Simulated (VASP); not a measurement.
# Ru (P6/mmm) in VASP: a series of runs

Runs on Ru. Level: PBE. Tasks: relaxation of cell and atoms.

Program: VASP 6.6.1. These are calculated values, not measurements. Logs are shortened: lines on timing, memory, paths and dates and some standing lists are left out, and cuts for length are marked.

### Step 1. The cell of the first run

Symmetry: P6/mmm, No. 191, hexagonal system. Conventional cell: a = 4.121 Å, b = 4.121 Å, c = 2.567 Å, α = 90.00°, β = 90.00°, γ = 120.00°. Within 3.4 Å of Ru (site symmetry 6/mmm) lie 14 Ru at 2.57 to 2.70 Å. Ru (site symmetry -6m2) has 11 Ru at 2.38 to 2.70 Å within 3.1 Å.

### Step 2. Relaxation of cell and atoms, PBE, target pressure 44 GPa, at which the enthalpy is minimised

File INCAR:

```
ALGO = Normal
EDIFF = 1E-7
EDIFFG = -0.005
ENCUT = 500
GGA = PE
GGA_COMPAT = False
IBRION = 2
ISIF = 3
ISMEAR = -1
LASPH = True
LCHARG = False
LREAL = False
LWAVE = False
NELM = 120
NELMIN = 4
NSW = 32
PREC = Accurate
PSTRESS = 440.0
SIGMA = 0.1
```

File KPOINTS:

```
k-points
0
Gamma
  9 9 12
```

File POSCAR:

```
Ru
1.0
    4.1213460899      0.0000000000      0.0000000000
   -2.0606730450      3.5691904116      0.0000000000
    0.0000000000      0.0000000000      2.5672699696
Ru
3
Direct
    0.0000000000      0.0000000000      0.0000000000
    0.3333333333      0.6666666667      0.5000000000
    0.6666666667      0.3333333333      0.5000000000
```

Potentials or basis: VASP PAW PBE potentials, release 64 (Ru_pv).

Command:

```
cat potpaw_PBE.64/Ru_pv/POTCAR > POTCAR
mpirun -np 1 vasp_std > vasp.out
```

OUTCAR:

```text
EDIFF = 1E-7
   EDIFFG = -0.005
   ENCUT = 500
   GGA = PE
   IBRION = 2
   ISIF = 3
   ISMEAR = -1
   LASPH = True
   LREAL = False
   NELM = 120
   NELMIN = 4
   NSW = 32
   PREC = Accurate
   PSTRESS = 440.0

 ion  position               nearest neighbor table
   1  0.000  0.000  0.000-   2 2.70   3 2.70   2 2.70   3 2.70   2 2.70   2 2.70   3 2.70   3 2.70
                             3 2.70   3 2.70   2 2.70   2 2.70
   2  0.333  0.667  0.500-   3 2.38   3 2.38   3 2.38   1 2.70   1 2.70   1 2.70   1 2.70   1 2.70
                             1 2.70
   3  0.667  0.333  0.500-   2 2.38   2 2.38   2 2.38   1 2.70   1 2.70   1 2.70   1 2.70   1 2.70
                             1 2.70

  LATTYP: Found a hexagonal cell.
 ALAT       =     4.1213460899
 C/A-ratio  =     0.6229202580

  Lattice vectors:

 A1 = (   4.1213460899,   0.0000000000,   0.0000000000)
 A2 = (  -2.0606730450,   3.5691904116,   0.0000000000)
 A3 = (   0.0000000000,   0.0000000000,   2.5672699696)

Analysis of symmetry for initial positions (statically):
=====================================================================
 Subroutine PRICEL returns:
 Original cell was already a primitive cell.

 Routine SETGRP: Setting up the symmetry group for a
 hexagonal supercell.

 Subroutine GETGRP returns: Found 24 space group operations
 (whereof 24 operations were pure point group operations)
 out of a pool of 24 trial point group operations.

The static configuration has the point symmetry D_6h.

Analysis of symmetry for dynamics (positions and initial velocities):
=====================================================================
 Subroutine PRICEL returns:
 Original cell was already a primitive cell.

 Routine SETGRP: Setting up the symmetry group for a
 hexagonal supercell.

 Subroutine GETGRP returns: Found 24 space group operations
 (whereof 24 operations were pure point group operations)
 out of a pool of 24 trial point group operations.

The dynamic configuration has the point symmetry D_6h.

 Subroutine INISYM returns: Found 24 space group operations
 (whereof 24 operations are pure point group operations),
 and found     1 'primitive' translations

----------------------------------------------------------------------------------------

                                     Primitive cell

  volume of cell :      37.7642

  direct lattice vectors                    reciprocal lattice vectors
     4.121346090  0.000000000  0.000000000     0.242639171  0.140087791  0.000000000
    -2.060673045  3.569190412  0.000000000     0.000000000  0.280175582  0.000000000
     0.000000000  0.000000000  2.567269970     0.000000000  0.000000000  0.389518832

  length of vectors
     4.121346090  4.121346090  2.567269970     0.280175582  0.280175582  0.389518832

  position of ions in fractional coordinates (direct lattice)
     0.000000000  0.000000000  0.000000000
     0.333333333  0.666666667  0.500000000
     0.666666667  0.333333333  0.500000000

  ion indices of the primitive-cell ions
   primitive index   ion index
                 1           1
                 2           2
                 3           3

----------------------------------------------------------------------------------------

 KPOINTS: k-points

Automatic generation of k-mesh.
 Grid dimensions read from file:
 generate k-points for:    9    9   12

 Generating k-lattice:

  Cartesian coordinates                     Fractional coordinates (reciprocal lattice)
     0.026959908  0.015565310  0.000000000     0.111111111 -0.000000000  0.000000000
     0.000000000  0.031130620  0.000000000     0.000000000  0.111111111  0.000000000
     0.000000000  0.000000000  0.032459903     0.000000000  0.000000000  0.083333333

  Length of vectors
     0.031130620  0.031130620  0.032459903

  Shift w.r.t. Gamma in fractional coordinates (k-lattice)
     0.000000000  0.000000000  0.000000000

 Subroutine IBZKPT returns following result:
 ===========================================

 Found     84 irreducible k-points:

 Following reciprocal coordinates:
            Coordinates               Weight
  0.000000  0.000000  0.000000      1.000000
  0.111111 -0.000000  0.000000      6.000000
  0.222222  0.000000  0.000000      6.000000
  0.333333 -0.000000  0.000000      6.000000
  0.444444  0.000000  0.000000      6.000000
  0.111111  0.111111  0.000000      6.000000
[... 16 lines left out ...]
  0.333333  0.222222  0.083333     24.000000
  0.333333  0.333333  0.083333      4.000000
 [... further k-points ...]
   k-points           NKPTS =     84   k-points in BZ     NKDIM =     84   number of bands    NBANDS=     25
   number of dos      NEDOS =    301   number of ions     NIONS =      3
   total plane-waves  NPLWV =  18000
   dimension x,y,z NGX =    30 NGY =   30 NGZ =   20
   dimension x,y,z NGXF=    60 NGYF=   60 NGZF=   40
   ions per type =               3
   NGX,Y,Z   is equivalent  to a cutoff of  12.10, 12.10, 12.95 a.u.
   NGXF,Y,Z  is equivalent  to a cutoff of  24.20, 24.20, 25.90 a.u.
 SYSTEM =  unknown system
   PREC   = accura    normal or accurate (medium, high low for compatibility)
   ISTART =      0    job   : 0-new  1-cont  2-samecut
   ICHARG =      2    charge: 1-file 2-atom 10-const
   ISPIN  =      1    spin polarized calculation?
   LNONCOLLINEAR =      F non collinear calculations
   LSORBIT =      F    spin-orbit coupling
   LASPH  =      T    aspherical Exc in radial PAW
   ENCUT  =  500.0 eV  36.75 Ry    6.06 a.u.   7.51  7.51  4.68*2*pi/ulx,y,z
   NELM   =    120;   NELMIN=  4; NELMDL= -5     # of ELM steps
   EDIFF  = 0.1E-06   stopping-criterion for ELM
   LREAL  =      F    real-space projection
   EDIFFG = -.5E-02   stopping-criterion for IOM
   NSW    =     32    number of steps for IOM
   IBRION =      2    ionic relax: 0-MD 1-quasi-New 2-CG
   NFREE  =      1    steps in history (QN), initial steepest desc. (CG)
   ISIF   =      3    stress and relaxation
   ISYM   =      2    0-nonsym 1-usesym 2-fastsym
   POTIM  = 0.5000    time-step for ionic-motion
   TEBEG  =    0.0;   TEEND  =   0.0 temperature during run
   PSTRESS=  440.0 pullay stress
   NELECT =      42.0000    total number of electrons
   NUPDOWN=      -1.0000    fix difference up-down
   EMIN   =  10.00;   EMAX   =-10.00  energy-range for DOS
   EFERMI =   0.00;   METHOD = LEGACY
   ISMEAR =    -1;   SIGMA  =   0.10  broadening in eV -4-tet -1-fermi 0-gaus
   EFERMI_NEDOS =   21; number of points for ismear=-14 and -15
   IALGO  =     38    algorithm
   IMIX   =      4    mixing-type and parameters
     AMIX     =   0.40;   BMIX     =  1.00
     AMIX_MAG =   1.60;   BMIX_MAG =  1.00
  volume/ion in A,a.u.               =      12.59        84.95
  Fermi-wavevector in a.u.,A,eV,Ry     =   1.696151  3.205260 39.142979  2.876928
  Thomas-Fermi vector in A             =   2.777066
   LORBIT       =      0    0 simple, 1 ext, 2 COOP (PROOUT), +10 PAW based schemes
   GGA     = PE    functional components
   LHFCALC =     F    Hartree Fock is set to
   AEXX    =    0.0000 exact exchange contribution
   IVDW    =     0    specifies the selected vdW correction
   LEPSILON=     F    determine dielectric tensor
   LRPA    =     F    only Hartree local field effects (RPA)
 conjugate gradient relaxation of ions
 non-spin polarized calculation
  energy-cutoff  :      500.00
  volume of cell :       37.76
 maximum number of plane-waves:       974
 NGX is ok and might be reduce to    30
   NGX = 15   NGY = 15   NGZ =  9

--------------------------------------- Ionic step        1  -------------------------------------------

 number of electron      42.0000015 magnetization

 Free energy of the ion-electron system (eV)
  ---------------------------------------------------
  ext. energy  EPLUGINS =         0.00000000
  ---------------------------------------------------
  free energy    TOTEN  =       -26.41981141 eV

  energy without entropy =      -26.32084620  energy(sigma->0) =      -26.37032880

------------------------ aborting loop because EDIFF is reached ----------------------------------------

  FORCE on cell =-STRESS in cart. coord.  units (eV):
  Direction    XX          YY          ZZ          XY          YZ          ZX
  --------------------------------------------------------------------------------------
  -------------------------------------------------------------------------------------
  Total       10.4535378     10.4535378     10.3877902     -0.0000000      0.0000000      0.0000000
  in kB      443.4999052    443.4999052    440.7105123     -0.0000000      0.0000000      0.0000000
  external PRESSURE =       2.5701076 kB  Pullay stress =     440.0000000 kB
[... 258 lines left out ...]
  enthalpy is  TOTEN    =       -16.0487887574 eV   P V=       10.3754891760

--------------------------------------- Ionic step        8  -------------------------------------------

 number of electron      42.0000015 magnetization

 Free energy of the ion-electron system (eV)
  ---------------------------------------------------
  ext. energy  EPLUGINS =         0.00000000
  ---------------------------------------------------
  free energy    TOTEN  =       -26.42509738 eV

  energy without entropy =      -26.32605190  energy(sigma->0) =      -26.37557464

 E-fermi :  14.4877     XC(G=0): -14.5729

 val. band max:       14.4745623305   @ k =   0.3333  -0.0000   0.0000
 cond. band min:      14.4974664844   @ k =   0.4444   0.1111   0.1667
 fundamental gap:      0.0229041540
 Fermi energy:        14.4876554915

 k-point     1 :       0.0000    0.0000    0.0000
  band No.  band energies     occupation
      1     -29.4896      2.00000
      2     -29.4896      2.00000
      3     -29.0112      2.00000
      4     -29.0112      2.00000
      5     -28.5862      2.00000
      6     -28.2355      2.00000
[... 661 lines left out ...]
     24      15.4853      0.00009
     25      16.1636      0.00000

 [... further k-points ...]

------------------------ aborting loop because EDIFF is reached ----------------------------------------

  FORCE on cell =-STRESS in cart. coord.  units (eV):
  Direction    XX          YY          ZZ          XY          YZ          ZX
  --------------------------------------------------------------------------------------
  -------------------------------------------------------------------------------------
  Total       10.3758867     10.3758867     10.3793329     -0.0000000     -0.0000000      0.0000000
  in kB      439.9822263    439.9822263    440.1283610     -0.0000000     -0.0000000      0.0000000
  external PRESSURE =       0.0309379 kB  Pullay stress =     440.0000000 kB
[... 18 lines left out ...]
  FREE ENERGIE OF THE ION-ELECTRON SYSTEM (eV)
  ---------------------------------------------------
  free  energy   TOTEN  =       -26.4250973770 eV

  energy  without entropy=      -26.3260518956  energy(sigma->0) =      -26.37557464

  enthalpy is  TOTEN    =       -16.0487915552 eV   P V=       10.3763058218

 reached required accuracy - stopping structural energy minimisation
```

Wall time 4.4 min (1 thread of Intel Xeon 6975P-C (Granite Rapids), shared host); peak memory 0.18 GiB.

What came out:

```
Free energy                                            : -26.4251 eV
Relaxed volume                                         : 12.59 Å³/atom
Relaxed cell                                           : a = 4.123 Å, b = 4.123 Å, c = 2.567 Å, α = 90.00°, β = 90.00°, γ = 120.00°
Space group after relaxing (to 0.05 Å)                 : P6/mmm (No. 191)
Energy change on relaxing (the enthalpy is what falls) : -1.8 meV/atom
Ionic steps                                            : 8
Pressure after relaxing                                : 44.0 GPa
Band gap on the k mesh                                 : zero (band 21 reaches 15.79 eV, above the bottom of band 22 at 12.99 eV)
```

The path:
| step | energy change (eV) | largest force (eV/Å) | pressure (GPa) | volume (Å³) |
| --- | --- | --- | --- | --- |
| 1 | 0.0000 | 0.0000 | 44.26 | 37.76 |
| 2 | -0.0300 | 0.0000 | 42.80 | 37.87 |
| 3 | -0.0058 | 0.0000 | 43.98 | 37.79 |
| 4 | -0.0060 | 0.0000 | 43.98 | 37.79 |
| 5 | -0.0063 | 0.0000 | 43.96 | 37.79 |
| 6 | -0.0061 | 0.0000 | 43.97 | 37.79 |
| 7 | -0.0045 | 0.0000 | 44.02 | 37.78 |
| 8 | -0.0053 | 0.0000 | 44.00 | 37.78 |

Final structure:
```
Ru
1.0
     4.12262    0.00000    0.00000
    -2.06131    3.57030    0.00000
     0.00000    0.00000    2.56698
Ru
3
Cartesian
  0.0000 0.0000 0.0000
  0.0000 2.3802 1.2835
  2.0613 1.1901 1.2835
```

Caveat: the cell is relaxed towards a set pressure, so the enthalpy falls and the energy may rise.

### Step 3. Relaxation of cell and atoms, PBE, target pressure 44 GPa, at which the enthalpy is minimised

This run uses another cell than the first one, of 12.66 Å³/atom, 1.006 times its volume.

File INCAR:

```
SYSTEM = Ru
PREC     = Accurate       ! precision mode
ENCUT    = 500            ! plane-wave cutoff, eV
EDIFF    = 1E-7           ! SCF threshold, eV
ISMEAR   = -1             ! smearing method
SIGMA    = 0.1            ! smearing width, eV
LREAL    = .FALSE.        ! projectors in reciprocal space
LASPH    = .TRUE.         ! aspherical terms in the spheres
NELM     = 120            ! most SCF steps
ALGO     = Normal         ! electronic algorithm
ISIF     = 3              ! what is computed and relaxed
LWAVE    = .FALSE.        ! write WAVECAR
LCHARG   = .FALSE.        ! write CHGCAR
GGA      = PE             ! functional
IBRION   = 2              ! ionic algorithm
NSW      = 60             ! ionic steps
EDIFFG   = -0.005         ! ionic threshold
PSTRESS  = 440.0        
GGA_COMPAT= .FALSE.      
NELMIN   = 4
```

File KPOINTS:

```
Automatic mesh
0
G
  9 9 12
  0 0 0
```

File POSCAR:

```
Ru
1.0
    4.1358103471      0.0000000000      0.0000000000
   -2.0679051736      3.5817168258      0.0000000000
    0.0000000000      0.0000000000      2.5642024152
Ru
3
Direct
    0.0000000000      0.0000000000      0.0000000000
    0.3333333333      0.6666666667      0.5000000000
    0.6666666667      0.3333333333      0.5000000000
```

Potentials or basis: VASP PAW PBE potentials, release 64 (Ru_pv).

Command:

```
cat potpaw_PBE.64/Ru_pv/POTCAR > POTCAR
mpirun -np 1 vasp_std > vasp.out
```

Run time: 4.9 min. Hardware: 1 thread of Intel Xeon 6975P-C (Granite Rapids), shared host; peak memory 0.18 GiB.

It converged, with:

```
Free energy                                            : -26.4245 eV
Relaxed volume                                         : 12.59 Å³/atom
Relaxed cell                                           : a = 4.122 Å, b = 4.122 Å, c = 2.567 Å, α = 90.00°, β = 90.00°, γ = 120.00°
Space group after relaxing (to 0.05 Å)                 : P6/mmm (No. 191)
Energy change on relaxing (the enthalpy is what falls) : +17.7 meV/atom
Ionic steps                                            : 6
Pressure after relaxing                                : 44.0 GPa
Band gap on the k mesh                                 : zero (band 21 reaches 15.79 eV, above the bottom of band 22 at 12.99 eV)
```

The path:
| step | energy change (eV) | largest force (eV/Å) | pressure (GPa) | volume (Å³) |
| --- | --- | --- | --- | --- |
| 1 | 0.0000 | 0.0000 | 41.31 | 37.98 |
| 2 | 0.3584 | 0.0000 | 57.58 | 36.82 |
| 3 | 0.0598 | 0.0000 | 44.28 | 37.76 |
| 4 | 0.0611 | 0.0000 | 44.34 | 37.75 |
| 5 | 0.0443 | 0.0000 | 43.67 | 37.81 |
| 6 | 0.0532 | 0.0000 | 44.03 | 37.78 |

Final structure:
```xyz
3
Lattice="4.1225 0.0000 0.0000 -2.0612 3.5702 0.0000 0.0000 0.0000 2.5670" Properties=species:S:1:pos:R:3 pbc="T T T"
Ru    0.0000    0.0000    0.0000
Ru    0.0000    2.3801    1.2835
Ru    2.0612    1.1901    1.2835
```

Levels at points of the mesh, in eV from the Fermi level:
```tsv
k point	band 17	band 18	band 19	band 20	band 21	band 22	band 23	band 24	band 25
(0.00, 0.00, 0.00)	-3.33	-2.49	-2.49	-1.61	-1.61	-1.50	-1.50	1.97	1.97
(0.00, 0.00, 0.50)	-2.39	-2.36	-2.36	0.75	0.75	1.54	1.54	2.90	4.06
```

Caveat: the cell is relaxed towards a set pressure, so the enthalpy falls and the energy may rise.
